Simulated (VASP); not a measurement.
Pd:

```
CELL_PARAMETERS angstrom
0.00000 1.95585 1.95585
1.95585 0.00000 1.95585
1.95585 1.95585 0.00000
ATOMIC_POSITIONS crystal
Pd 0.00000 0.00000 0.00000
```

Base run:

| Item | Value |
| --- | --- |
| Program | VASP 6.6.1 |
| Functional | r2SCAN |
| Potentials or basis | VASP PAW PBE potentials, release 64 (Pd) |
| Cutoff | 520 eV |
| k mesh | 14 × 14 × 14 |
| Occupations | gaussian, width 0.6 eV |
| Spin | no spin polarisation |

Its results: band gap on the k mesh zero (bands 5 and 6 overlap by 1.64 eV); pressure 1.4 GPa.

**Question.** The run is repeated on the same cell with these changes: occupations from gaussian, width 0.6 eV to fermi-dirac, width 1 eV. What comes out?

**Answer.** Band gap on the k mesh zero (bands 5 and 6 overlap by 1.62 eV); pressure 13.3 GPa.

Caveats: so wide a smearing shifts energies and pressures; the PAW data sets were made with another functional, which shifts forces and pressure a little; the cell stands under pressure (at least some runs).
